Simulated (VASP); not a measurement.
# Ge5H2 in VASP: a series of runs, part 3 of 3

VASP 6.6.1.

## 4. Single point, PBE

INCAR

```
SYSTEM = Ge5H2
PREC = Accurate
ENCUT = 410
EDIFF = 1E-6
ISMEAR = 0
SIGMA = 0.05
LREAL = .False.
LASPH = .True.
NELM = 120
ALGO = Normal
ISIF = 2
LWAVE = .False.
LCHARG = .False.
LDIPOL = .True.
IDIPOL = 3
DIPOL = 0.5 0.5 0.342
GGA = PE
NBANDS = 164
GGA_COMPAT = .False.
NELMDL = -8
```

KPOINTS

```
regular mesh
0
Gamma
  3 3 1
  0 0 0
```

POSCAR

```
Ge5H2
1.0
    8.1473826809      0.0000000000      0.0000000000
    0.0000000000      8.1473826809      0.0000000000
    0.0000000000      0.0000000000     19.5175094652
Ge H
20 8
Direct
    0.5000000000      0.5000000000      0.2513865784
    0.5000000000      0.0000000000      0.2513865784
    0.0000000000      0.5000000000      0.2513865784
    0.0000000000      0.0000000000      0.2513865784
    0.7500000000      0.5000000000      0.3251801834
    0.7500000000      0.0000000000      0.3251801834
    0.2500000000      0.5000000000      0.3251801834
    0.2500000000      0.0000000000      0.3251801834
    0.7468004253      0.7489992315      0.4009925066
    0.7468004253      0.2510007685      0.4009925066
    0.2522142075      0.7497828473      0.3971010876
    0.2522142075      0.2502171527      0.3971010876
    0.0027771386      0.7367722116      0.4732166915
    0.0027771386      0.2632277884      0.4732166915
    0.4963911351      0.7242356380      0.4762713163
    0.4963911351      0.2757643620      0.4762713163
    0.0972147818      0.0000000000      0.5216613455
    0.1008203317      0.5000000000      0.5443076775
    0.3986286203      0.0000000000      0.5078829994
    0.4304185338      0.5000000000      0.5640398669
    0.5083944213      0.6502083350      0.2033868863
    0.5083944213      0.3497916650      0.2033868863
    0.5083944213      0.1502083350      0.2033868863
    0.5083944213     -0.1502083350      0.2033868863
   -0.0083944213      0.3497916650      0.2033868863
   -0.0083944213      0.6502083350      0.2033868863
   -0.0083944213     -0.1502083350      0.2033868863
   -0.0083944213      0.1502083350      0.2033868863
```

Potentials or basis: VASP PAW PBE potentials, release 64 (Ge_d, H).

The run is started by

```sh
cat potpaw_PBE.64/Ge_d/POTCAR potpaw_PBE.64/H/POTCAR > POTCAR
mpirun -np 1 vasp_std > vasp.out
```

OUTCAR:

```text
SYSTEM = Ge5H2
   PREC = Accurate
   ENCUT = 410
   EDIFF = 1E-6
   ISMEAR = 0
   LREAL = .False.
   LASPH = .True.
   NELM = 120
   ISIF = 2
   GGA = PE
   NELMDL = -8

 ion  position               nearest neighbor table
   1  0.500  0.500  0.251-  21 1.54  22 1.54   5 2.49   7 2.49
   2  0.500  0.000  0.251-  23 1.54  24 1.54   6 2.49   8 2.49
   3  0.000  0.500  0.251-  25 1.54  26 1.54   5 2.49   7 2.49
   4  0.000  0.000  0.251-  27 1.54  28 1.54   6 2.49   8 2.49
   5  0.750  0.500  0.325-   1 2.49   3 2.49   9 2.51  10 2.51
   6  0.750  0.000  0.325-   2 2.49   4 2.49   9 2.52  10 2.52
[... 8 lines left out ...]
  15  0.496  0.724  0.476-  19 2.46   9 2.52  11 2.53  20 2.56
  16  0.496  0.276  0.476-  19 2.46  10 2.52  12 2.53  20 2.56
  17  0.097  0.000  0.522-  13 2.47  14 2.47  19 2.47
  18  0.101  0.500  0.544-  13 2.51  14 2.51  20 2.71
  19  0.399  0.000  0.508-  15 2.46  16 2.46  17 2.47
  20  0.430  0.500  0.564-  15 2.56  16 2.56  18 2.71
  21  0.508  0.650  0.203-   1 1.54
  22  0.508  0.350  0.203-   1 1.54
  23  0.508  0.150  0.203-   2 1.54
  24  0.508  0.850  0.203-   2 1.54
  25  0.992  0.350  0.203-   3 1.54
  26  0.992  0.650  0.203-   3 1.54
  27  0.992  0.850  0.203-   4 1.54
  28  0.992  0.150  0.203-   4 1.54

  LATTYP: Found a simple tetragonal cell.
 ALAT       =     8.1473826809
 C/A-ratio  =     2.3955557545

  Lattice vectors:

 A1 = (   8.1473826809,   0.0000000000,   0.0000000000)
 A2 = (   0.0000000000,   8.1473826809,   0.0000000000)
 A3 = (   0.0000000000,   0.0000000000,  19.5175094652)

Analysis of symmetry for initial positions (statically):
=====================================================================
 Subroutine PRICEL returns:
 Original cell was already a primitive cell.

 Routine SETGRP: Setting up the symmetry group for a
 simple tetragonal supercell.

 Subroutine GETGRP returns: Found  2 space group operations
 (whereof  2 operations were pure point group operations)
 out of a pool of 16 trial point group operations.

The static configuration has the point symmetry C_1h.

Analysis of symmetry for dynamics (positions and initial velocities):
=====================================================================
 Subroutine PRICEL returns:
 Original cell was already a primitive cell.

 Routine SETGRP: Setting up the symmetry group for a
 simple tetragonal supercell.

 Subroutine GETGRP returns: Found  2 space group operations
 (whereof  2 operations were pure point group operations)
 out of a pool of 16 trial point group operations.

The dynamic configuration has the point symmetry C_1h.

 Subroutine INISYM returns: Found  2 space group operations
 (whereof  2 operations are pure point group operations),
 and found     1 'primitive' translations

----------------------------------------------------------------------------------------

                                     Primitive cell

  volume of cell :    1295.5692

  direct lattice vectors                    reciprocal lattice vectors
     8.147382681  0.000000000  0.000000000     0.122738803  0.000000000  0.000000000
     0.000000000  8.147382681  0.000000000     0.000000000  0.122738803  0.000000000
     0.000000000  0.000000000 19.517509465     0.000000000  0.000000000  0.051236045

  length of vectors
     8.147382681  8.147382681 19.517509465     0.122738803  0.122738803  0.051236045

[... 95 lines left out ...]
   total plane-waves  NPLWV = 408240
   dimension x,y,z NGX =    54 NGY =   54 NGZ =  140
   dimension x,y,z NGXF=   108 NGYF=  108 NGZF=  280
   ions per type =              20   8
   NGX,Y,Z   is equivalent  to a cutoff of  11.02, 11.02, 11.92 a.u.
   NGXF,Y,Z  is equivalent  to a cutoff of  22.04, 22.04, 23.85 a.u.
 SYSTEM =  Ge5H2
   PREC   = accura    normal or accurate (medium, high low for compatibility)
   ISTART =      0    job   : 0-new  1-cont  2-samecut
   ICHARG =      2    charge: 1-file 2-atom 10-const
   ISPIN  =      1    spin polarized calculation?
   LNONCOLLINEAR =      F non collinear calculations
   LSORBIT =      F    spin-orbit coupling
   LASPH  =      T    aspherical Exc in radial PAW
   ENCUT  =  410.0 eV  30.13 Ry    5.49 a.u.  13.45 13.45 32.22*2*pi/ulx,y,z
   NELM   =    120;   NELMIN=  2; NELMDL= -8     # of ELM steps
   EDIFF  = 0.1E-05   stopping-criterion for ELM
   LREAL  =      F    real-space projection
   EDIFFG = 0.1E-04   stopping-criterion for IOM
   NSW    =      0    number of steps for IOM
   IBRION =     -1    ionic relax: 0-MD 1-quasi-New 2-CG
   NFREE  =      0    steps in history (QN), initial steepest desc. (CG)
   ISIF   =      2    stress and relaxation
   ISYM   =      2    0-nonsym 1-usesym 2-fastsym
   POTIM  = 0.5000    time-step for ionic-motion
   TEBEG  =    0.0;   TEEND  =   0.0 temperature during run
   PSTRESS=    0.0 pullay stress
   NELECT =     288.0000    total number of electrons
   NUPDOWN=      -1.0000    fix difference up-down
   EMIN   =  10.00;   EMAX   =-10.00  energy-range for DOS
   EFERMI =   0.00;   METHOD = LEGACY
   ISMEAR =     0;   SIGMA  =   0.05  broadening in eV -4-tet -1-fermi 0-gaus
   EFERMI_NEDOS =   21; number of points for ismear=-14 and -15
   IALGO  =     38    algorithm
   IMIX   =      4    mixing-type and parameters
     AMIX     =   0.40;   BMIX     =  1.00
     AMIX_MAG =   1.60;   BMIX_MAG =  1.00
  volume/ion in A,a.u.               =      46.27       312.25
  Fermi-wavevector in a.u.,A,eV,Ry     =   0.991712  1.874063 13.381223  0.983492
  Thomas-Fermi vector in A             =   2.123472
   LORBIT       =      0    0 simple, 1 ext, 2 COOP (PROOUT), +10 PAW based schemes
   GGA     = PE    functional components
   LHFCALC =     F    Hartree Fock is set to
   AEXX    =    0.0000 exact exchange contribution
   IVDW    =     0    specifies the selected vdW correction
   LEPSILON=     F    determine dielectric tensor
   LRPA    =     F    only Hartree local field effects (RPA)
 non-spin polarized calculation
 Gauss-broadening in eV      SIGMA  =   0.05
  energy-cutoff  :      410.00
  volume of cell :     1295.57
 maximum number of plane-waves:     24481
 NGX is ok and might be reduce to    54
   NGX = 27   NGY = 27   NGZ = 65

 number of electron     288.0000250 magnetization

 dipolmoment           0.000000      0.000000     -0.015650 electrons x Angstroem

 Free energy of the ion-electron system (eV)
  ---------------------------------------------------
  ext. energy  EPLUGINS =         0.00000000
  ---------------------------------------------------
  free energy    TOTEN  =      -110.98078059 eV

  energy without entropy =     -110.96170114  energy(sigma->0) =     -110.97124087

 E-fermi :  -1.2966     XC(G=0):  -4.5097

 val. band max:       -1.2985948084   @ k =   0.3333   0.3333   0.0000
 cond. band min:      -1.2932907200   @ k =   0.3333   0.0000   0.0000
 fundamental gap:      0.0053040884
 Fermi energy:        -1.2966148063

 k-point     1 :       0.0000    0.0000    0.0000
  band No.  band energies     occupation
      1     -25.8447      2.00000
      2     -25.7966      2.00000
      3     -25.7882      2.00000
      4     -25.7628      2.00000
      5     -25.7239      2.00000
      6     -25.7207      2.00000
[... 625 lines left out ...]
    155       1.7398      0.00000
    156       1.9144      0.00000
 [bands above 156 left out]

------------------------ aborting loop because EDIFF is reached ----------------------------------------

 vacuum level on the upper side and lower side of the slab       (xc-potential included)        -0.247        -0.147

  FORCE on cell =-STRESS in cart. coord.  units (eV):
  Direction    XX          YY          ZZ          XY          YZ          ZX
  --------------------------------------------------------------------------------------
  -------------------------------------------------------------------------------------
  Total       -5.5687338      7.5546863     -3.9971904      0.0000000      0.0000000      0.0030269
  in kB       -6.8866246      9.3425706     -4.9431614      0.0000000      0.0000000      0.0037432
  external PRESSURE =      -0.8290718 kB  Pullay stress =       0.0000000 kB

 VOLUME and BASIS-vectors are now :
 -----------------------------------------------------------------------------
  energy-cutoff  :      410.00
  volume of cell :     1295.57
      direct lattice vectors                 reciprocal lattice vectors
     8.147382681  0.000000000  0.000000000     0.122738803  0.000000000  0.000000000
     0.000000000  8.147382681  0.000000000     0.000000000  0.122738803  0.000000000
     0.000000000  0.000000000 19.517509465     0.000000000  0.000000000  0.051236045

 POSITION                                       TOTAL-FORCE (eV/Angst)
 -----------------------------------------------------------------------------------
      4.07369      4.07369      4.90644         0.026491      0.000000      0.239170
      4.07369      0.00000      4.90644         0.047252      0.000000      0.224649
      0.00000      4.07369      4.90644        -0.044189      0.000000      0.239152
      0.00000      0.00000      4.90644        -0.034193      0.000000      0.240075
      6.11054      4.07369      6.34671         0.028070      0.000000      0.037106
      6.11054      0.00000      6.34671        -0.026131      0.000000      0.170528
[... 20 lines left out ...]
      8.07899      6.92358      3.96961         0.022775      0.027624      0.044293
      8.07899      1.22380      3.96961         0.022775     -0.027624      0.044293
 -----------------------------------------------------------------------------------
    total drift:                               -0.005273      0.000000     -0.029175

  FREE ENERGIE OF THE ION-ELECTRON SYSTEM (eV)
  ---------------------------------------------------
  free  energy   TOTEN  =      -110.9807805900 eV

  energy  without entropy=     -110.9617011411  energy(sigma->0) =     -110.97124087

 vacuum level on the upper side and lower side of the slab         3.059         3.165
```

Run time: 30 min. Hardware: 1 thread of Intel Xeon Platinum 8488C (Sapphire Rapids), shared host; peak memory 1 GiB.

What came out:

```yaml
Free_energy: -110.9808 eV
Largest_force: 0.656 eV/Å
Band_gap_on_the_k_mesh: zero (bands 144 and 145 overlap by 0.11 eV)
```

Forces on the atoms (eV/Å):
```
Ge   0.026  0.000  0.239
Ge   0.047  0.000  0.225
Ge  -0.044  0.000  0.239
Ge  -0.034  0.000  0.240
Ge   0.028  0.000  0.037
Ge  -0.026  0.000  0.171
Ge   0.018  0.000 -0.656
Ge  -0.014  0.000 -0.534
Ge   0.004  0.016  0.002
Ge   0.004 -0.016  0.002
Ge   0.003  0.017  0.005
Ge   0.003 -0.017  0.005
Ge  -0.007 -0.001 -0.011
Ge  -0.007  0.001 -0.011
Ge   0.000 -0.013 -0.016
Ge   0.000  0.013 -0.016
Ge   0.010  0.000 -0.040
Ge  -0.002  0.000 -0.084
Ge  -0.010  0.000  0.013
Ge   0.003  0.000 -0.009
H   -0.028 -0.032  0.015
H   -0.028  0.032  0.015
H   -0.027 -0.030  0.028
H   -0.027  0.030  0.028
H    0.032  0.035  0.013
H    0.032 -0.035  0.013
H    0.023  0.028  0.044
H    0.023 -0.028  0.044
```

## 5. The runs side by side

```tsv
cell	gap on the mesh (eV)	largest force (eV/Å)
as given, atomic positions A	none	0.75
as given, atomic positions B	none	0.52
as given, atomic positions C	none	0.66
```

Alike in all rows: task single point; level PBE; potentials or basis VASP PAW PBE potentials, release 64 (Ge_d, H); no spin polarisation; k mesh 3 × 3 × 1; cutoff (eV) 410; smearing gaussian 0.05 eV.

Total energies depend on the potentials used, so only differences within one code and one set of settings carry meaning.
